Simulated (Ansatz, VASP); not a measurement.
## AlN: VASP beside Ansatz

```
CELL_PARAMETERS angstrom
0.00000 1.96900 1.96900
1.96900 0.00000 1.96900
1.96900 1.96900 0.00000
ATOMIC_POSITIONS crystal
Al 0.00000 0.00000 0.00000
N 0.50000 0.50000 0.50000
```

Alike in both runs: task electric field gradients; functional PBE; k mesh 12 × 12 × 12; occupations fermi-dirac, width 0.02 eV; no spin polarisation.

|  | VASP | Ansatz |
| --- | --- | --- |
| version | VASP 6.6.1 | Ansatz 0.2.0 |
| potentials or method | VASP PAW PBE potentials, release 64 (Al, N) | plane-wave PAW, scalar-relativistic |
| plane-wave cutoff (eV) | 520 | 420 |
| valence electrons in the cell | 8 | 8 |

|  | VASP | Ansatz | Ansatz less VASP |
| --- | --- | --- | --- |
| gap on the k mesh at the Fermi level (eV) | 5.16 | 5.14 | -0.014 |
